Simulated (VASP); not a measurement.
## Mg: single point with r2SCAN

Crystal: Mg.

```
Mg
1.0
    -1.48634    1.48634    1.47650
     1.48634   -1.48634    1.47650
     1.48634    1.48634   -1.47650
Mg
1
Direct
  0.00000 0.00000 0.00000
```

This isn't the form of Mg at room conditions, which is hcp.

```json
{
 "Program": "VASP 6.6.1",
 "Task": "single point",
 "Functional": "r2SCAN",
 "Potentials or basis": "VASP PAW PBE potentials, release 64 (Mg)",
 "Cutoff": "520 eV",
 "k mesh": "16 × 16 × 16",
 "Occupations": "fermi-dirac, width 0.1 eV",
 "Spin": "no spin polarisation"
}
```

```yaml
Pressure: 60.3 GPa
Band_gap_on_the_k_mesh: zero (bands 1 and 2 overlap by 4.92 eV)
```

Stress tensor (GPa, compression positive):
```
60.08  0.00  0.00
 0.00 60.08  0.00
 0.00  0.00 60.62
```

Levels at points of the mesh, in eV from the Fermi level:
```
           k point  band 1  band 2  band 3  band 4
(0.00, 0.00, 0.00)  -10.30   18.27   18.48   18.48
(0.50, 0.00, 0.00)   -2.51   -0.88   11.36   15.26
(0.50, 0.50, 0.00)   -2.56   -0.93   11.54   15.43
(0.50, 0.50, 0.50)    4.00    4.10    6.38    6.38
```

It took 63 s on 1 thread of AMD EPYC 9R45 96-Core Processor (Zen 5), with other jobs on the host, peak memory 0.12 GiB.

Caveat: the cell stands under pressure; the PAW data sets were made with another functional, which shifts forces and pressure a little.
